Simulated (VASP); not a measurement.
# WS2 in VASP: single point with PBE+D3(BJ)

Aim: the single point of WS2 with PBE+D3(BJ).

Everything below comes from runs of VASP 6.6.1. Logs are shortened: lines on timing, memory, paths and dates and some standing lists are left out, and cuts for length are marked.

## 1. The cell of the first run

The cell holds a slab with vacuum, 6 atoms: a = 3.160 Å, b = 3.160 Å, c = 23.804 Å, α = 90.00°, β = 90.00°, γ = 120.00°.

## 2. Single point, PBE+D3(BJ)

File INCAR:

```
PREC = Accurate
ENCUT = 520
EDIFF = 1E-6
ISMEAR = 0
SIGMA = 0.05
LREAL = F
LASPH = T
NELM = 100
ALGO = Normal
ISIF = 2
LWAVE = F
LCHARG = F
LDIPOL = T
IDIPOL = 3
DIPOL = 0.5 0.5 0.398
GGA = PE
IVDW = 12
NBANDS = 35
```

File KPOINTS:

```
regular mesh
0
Gamma
  9 9 1
```

File POSCAR:

```
WS2
1.0
    3.1595456749      0.0000000000      0.0000000000
   -1.5797728375      2.7362468188      0.0000000000
    0.0000000000      0.0000000000     23.8042574588
S W
4 2
Direct
    0.3333333333      0.6666666667      0.1890418135
    0.3333333333      0.6666666667      0.3214605094
    0.3333333333      0.6666666667      0.4743743319
    0.3333333333      0.6666666667      0.6067930278
    0.6666666667      0.3333333333      0.2552511583
    0.6666666667      0.3333333333      0.5405836767
```

Potentials or basis: VASP PAW PBE potentials, release 64 (S, W_sv).

Started as:

```sh
$ cat potpaw_PBE.64/S/POTCAR potpaw_PBE.64/W_sv/POTCAR > POTCAR
$ mpirun -np 1 vasp_std > vasp.out
```

OUTCAR:

```text
PREC = Accurate
   ENCUT = 520
   EDIFF = 1E-6
   ISMEAR = 0
   LREAL = F
   LASPH = T
   NELM = 100
   ISIF = 2
   GGA = PE
   IVDW = 12
 IVDW          = 12

 ion  position               nearest neighbor table
   1  0.333  0.667  0.189-   5 2.41   5 2.41   5 2.41
   2  0.333  0.667  0.321-   5 2.41   5 2.41   5 2.41
   3  0.333  0.667  0.474-   6 2.41   6 2.41   6 2.41
   4  0.333  0.667  0.607-   6 2.41   6 2.41   6 2.41
   5  0.667  0.333  0.255-   1 2.41   1 2.41   1 2.41   2 2.41   2 2.41   2 2.41
   6  0.667  0.333  0.541-   3 2.41   3 2.41   3 2.41   4 2.41   4 2.41   4 2.41

  LATTYP: Found a hexagonal cell.
 ALAT       =     3.1595456749
 C/A-ratio  =     7.5340760692

  Lattice vectors:

 A1 = (   3.1595456749,   0.0000000000,   0.0000000000)
 A2 = (  -1.5797728375,   2.7362468188,   0.0000000000)
 A3 = (   0.0000000000,   0.0000000000,  23.8042574588)

Analysis of symmetry for initial positions (statically):
=====================================================================
 Subroutine PRICEL returns:
 Original cell was already a primitive cell.

 Routine SETGRP: Setting up the symmetry group for a
 hexagonal supercell.

 Subroutine GETGRP returns: Found 12 space group operations
 (whereof  6 operations were pure point group operations)
 out of a pool of 24 trial point group operations.

The static configuration has the point symmetry C_3v.
 The point group associated with its full space group is D_3h.

Analysis of symmetry for dynamics (positions and initial velocities):
=====================================================================
 Subroutine PRICEL returns:
 Original cell was already a primitive cell.

 Routine SETGRP: Setting up the symmetry group for a
 hexagonal supercell.

 Subroutine GETGRP returns: Found 12 space group operations
 (whereof  6 operations were pure point group operations)
 out of a pool of 24 trial point group operations.

The dynamic configuration has the point symmetry C_3v.
 The point group associated with its full space group is D_3h.

 Subroutine INISYM returns: Found 12 space group operations
 (whereof  6 operations are pure point group operations),
 and found     1 'primitive' translations

----------------------------------------------------------------------------------------

                                     Primitive cell

  volume of cell :     205.7949

  direct lattice vectors                    reciprocal lattice vectors
     3.159545675  0.000000000  0.000000000     0.316501201  0.182732053  0.000000000
    -1.579772837  2.736246819  0.000000000     0.000000000  0.365464107  0.000000000
     0.000000000  0.000000000 23.804257459     0.000000000  0.000000000  0.042009292

  length of vectors
     3.159545675  3.159545675 23.804257459     0.365464107  0.365464107  0.042009292

  position of ions in fractional coordinates (direct lattice)
     0.333333333  0.666666667  0.189041813
     0.333333333  0.666666667  0.321460509
     0.333333333  0.666666667  0.474374332
     0.333333333  0.666666667  0.606793028
     0.666666667  0.333333333  0.255251158
     0.666666667  0.333333333  0.540583677

  ion indices of the primitive-cell ions
   primitive index   ion index
                 1           1
                 2           2
                 3           3
                 4           4
                 5           5
                 6           6

----------------------------------------------------------------------------------------

 KPOINTS: regular mesh

Automatic generation of k-mesh.
 Grid dimensions read from file:
 generate k-points for:    9    9    1

 Generating k-lattice:

  Cartesian coordinates                     Fractional coordinates (reciprocal lattice)
     0.035166800  0.020303561  0.000000000     0.111111111  0.000000000  0.000000000
     0.000000000  0.040607123  0.000000000     0.000000000  0.111111111  0.000000000
     0.000000000  0.000000000  0.042009292     0.000000000  0.000000000  1.000000000

  Length of vectors
     0.040607123  0.040607123  0.042009292

  Shift w.r.t. Gamma in fractional coordinates (k-lattice)
     0.000000000  0.000000000  0.000000000

 Subroutine IBZKPT returns following result:
 ===========================================

 Found     12 irreducible k-points:

 Following reciprocal coordinates:
            Coordinates               Weight
  0.000000  0.000000  0.000000      1.000000
  0.111111  0.000000  0.000000      6.000000
  0.222222  0.000000  0.000000      6.000000
  0.333333  0.000000  0.000000      6.000000
  0.444444  0.000000  0.000000      6.000000
  0.111111  0.111111  0.000000      6.000000
  0.222222  0.111111  0.000000     12.000000
  0.333333  0.111111  0.000000     12.000000
  0.444444  0.111111  0.000000      6.000000
  0.222222  0.222222  0.000000      6.000000
  0.333333  0.222222  0.000000     12.000000
  0.333333  0.333333  0.000000      2.000000
   k-points           NKPTS =     12   k-points in BZ     NKDIM =     12   number of bands    NBANDS=     35
   number of dos      NEDOS =    301   number of ions     NIONS =      6
   total plane-waves  NPLWV = 103680
   dimension x,y,z NGX =    24 NGY =   24 NGZ =  180
   dimension x,y,z NGXF=    48 NGYF=   48 NGZF=  360
   ions per type =               4   2
   NGX,Y,Z   is equivalent  to a cutoff of  12.63, 12.63, 12.57 a.u.
   NGXF,Y,Z  is equivalent  to a cutoff of  25.26, 25.26, 25.14 a.u.
 SYSTEM =  unknown system
   PREC   = accura    normal or accurate (medium, high low for compatibility)
   ISTART =      0    job   : 0-new  1-cont  2-samecut
   ICHARG =      2    charge: 1-file 2-atom 10-const
   ISPIN  =      1    spin polarized calculation?
   LNONCOLLINEAR =      F non collinear calculations
   LSORBIT =      F    spin-orbit coupling
   LASPH  =      T    aspherical Exc in radial PAW
   ENCUT  =  520.0 eV  38.22 Ry    6.18 a.u.   5.87  5.87 44.26*2*pi/ulx,y,z
   NELM   =    100;   NELMIN=  2; NELMDL= -5     # of ELM steps
   EDIFF  = 0.1E-05   stopping-criterion for ELM
   LREAL  =      F    real-space projection
   EDIFFG = 0.1E-04   stopping-criterion for IOM
   NSW    =      0    number of steps for IOM
   IBRION =     -1    ionic relax: 0-MD 1-quasi-New 2-CG
   NFREE  =      0    steps in history (QN), initial steepest desc. (CG)
   ISIF   =      2    stress and relaxation
   ISYM   =      2    0-nonsym 1-usesym 2-fastsym
   POTIM  = 0.5000    time-step for ionic-motion
   TEBEG  =    0.0;   TEEND  =   0.0 temperature during run
   PSTRESS=    0.0 pullay stress
   NELECT =      52.0000    total number of electrons
   NUPDOWN=      -1.0000    fix difference up-down
   EMIN   =  10.00;   EMAX   =-10.00  energy-range for DOS
   EFERMI =   0.00;   METHOD = LEGACY
   ISMEAR =     0;   SIGMA  =   0.05  broadening in eV -4-tet -1-fermi 0-gaus
   EFERMI_NEDOS =   21; number of points for ismear=-14 and -15
   IALGO  =     38    algorithm
   IMIX   =      4    mixing-type and parameters
     AMIX     =   0.40;   BMIX     =  1.00
     AMIX_MAG =   1.60;   BMIX_MAG =  1.00
  volume/ion in A,a.u.               =      34.30       231.46
  Fermi-wavevector in a.u.,A,eV,Ry     =   1.034978  1.955825 14.574280  1.071179
  Thomas-Fermi vector in A             =   2.169299
   LORBIT       =      0    0 simple, 1 ext, 2 COOP (PROOUT), +10 PAW based schemes
   GGA     = PE    functional components
   LHFCALC =     F    Hartree Fock is set to
   AEXX    =    0.0000 exact exchange contribution
   IVDW    =    12    specifies the selected vdW correction
   LEPSILON=     F    determine dielectric tensor
   LRPA    =     F    only Hartree local field effects (RPA)
 non-spin polarized calculation
 Gauss-broadening in eV      SIGMA  =   0.05
  energy-cutoff  :      520.00
  volume of cell :      205.79
 maximum number of plane-waves:      5566
 NGX is ok and might be reduce to    24
   NGX = 11   NGY = 11   NGZ = 89

 dipolmoment           0.000000      0.000000      0.000005 electrons x Angstroem

 number of electron      51.9999994 magnetization

 dipolmoment           0.000000      0.000000     -0.000004 electrons x Angstroem

 Free energy of the ion-electron system (eV)
  ---------------------------------------------------
  ext. energy  EPLUGINS =         0.00000000
  ---------------------------------------------------
  free energy    TOTEN  =       -47.30699152 eV

  energy without entropy =      -47.30699152  energy(sigma->0) =      -47.30699152

 E-fermi :   1.2700     XC(G=0):  -6.1836

 val. band max:        0.9481191321   @ k =   0.0000   0.0000   0.0000
 cond. band min:       2.7390380419   @ k =   0.3333   0.3333   0.0000
 fundamental gap:      1.7909189098
 Fermi energy:         1.2700400094

 k-point     1 :       0.0000    0.0000    0.0000
  band No.  band energies     occupation
      1     -73.1909      2.00000
      2     -73.1908      2.00000
      3     -37.4433      2.00000
      4     -37.4433      2.00000
      5     -37.2680      2.00000
      6     -37.2680      2.00000
[... 27 lines left out ...]
     34       3.9006      0.00000
     35       5.8561      0.00000

 k-point     2 :       0.1111    0.0000    0.0000
  band No.  band energies     occupation
      1     -73.1887      2.00000
      2     -73.1887      2.00000
      3     -37.4356      2.00000
      4     -37.4356      2.00000
      5     -37.3108      2.00000
      6     -37.3107      2.00000
[... 27 lines left out ...]
     34       4.1285      0.00000
     35       6.2190      0.00000
[... 340 lines left out ...]
     34       6.1609      0.00000
     35       6.8421      0.00000

 k-point    12 :       0.3333    0.3333    0.0000
  band No.  band energies     occupation
      1     -73.1700      2.00000
      2     -73.1700      2.00000
      3     -37.5339      2.00000
      4     -37.5338      2.00000
      5     -37.4996      2.00000
      6     -37.4995      2.00000
[... 27 lines left out ...]
     34       6.5771      0.00000
     35       7.0846      0.00000

------------------------ aborting loop because EDIFF is reached ----------------------------------------

 vacuum level on the upper side and lower side of the slab       (xc-potential included)        -0.180        -0.181

 Edisp (eV)   -2.08140

 E8    (eV) :    -0.9041

  FORCE on cell =-STRESS in cart. coord.  units (eV):
  Direction    XX          YY          ZZ          XY          YZ          ZX
  --------------------------------------------------------------------------------------
  -------------------------------------------------------------------------------------
  Total      -0.21300    -0.21300    -0.34208     0.00000     0.00000    -0.00000
  in kB      -1.65831    -1.65831    -2.66322     0.00000     0.00000    -0.00000
  external pressure =       -1.99 kB  Pullay stress =        0.00 kB

 VOLUME and BASIS-vectors are now :
 -----------------------------------------------------------------------------
  energy-cutoff  :      520.00
  volume of cell :      205.79
      direct lattice vectors                 reciprocal lattice vectors
     3.159545675  0.000000000  0.000000000     0.316501201  0.182732053  0.000000000
    -1.579772837  2.736246819  0.000000000     0.000000000  0.365464107  0.000000000
     0.000000000  0.000000000 23.804257459     0.000000000  0.000000000  0.042009292

 POSITION                                       TOTAL-FORCE (eV/Angst)
 -----------------------------------------------------------------------------------
     -0.00000      1.82416      4.50000         0.000000      0.000000      0.002550
     -0.00000      1.82416      7.65213         0.000000     -0.000000      0.005256
     -0.00000      1.82416     11.29213         0.000000     -0.000000     -0.005256
     -0.00000      1.82416     14.44426         0.000000      0.000000     -0.002550
      1.57977      0.91208      6.07606        -0.000000      0.000000      0.031973
      1.57977      0.91208     12.86819        -0.000000      0.000000     -0.031973
 -----------------------------------------------------------------------------------
    total drift:                                0.000000      0.000000     -0.000457

  FREE ENERGIE OF THE ION-ELECTRON SYSTEM (eV)
  ---------------------------------------------------
  free  energy   TOTEN  =       -49.3883914015 eV

  energy  without entropy=      -49.3883914015  energy(sigma->0) =      -49.38839140

 vacuum level on the upper side and lower side of the slab         6.357         6.356
```

Wall time 1.9 min (1 thread of Intel Xeon Platinum 8488C (Sapphire Rapids), shared host); peak memory 0.33 GiB.

Results:

| Item | Value |
| --- | --- |
| Free energy | -49.3884 eV |
| Largest force | 0.032 eV/Å |
| Band gap on the k mesh | 1.79 eV, indirect (least direct gap 1.91 eV) |
| Dispersion energy per atom | -0.347 eV |

Forces in eV/Å, atoms in the order of the input:
```
S    0.000  0.000  0.003
S    0.000  0.000  0.005
S    0.000  0.000 -0.005
S    0.000  0.000 -0.003
W    0.000  0.000  0.032
W    0.000  0.000 -0.032
```

Caveat: spin-orbit coupling is left out, which moves the levels of the heavy elements.
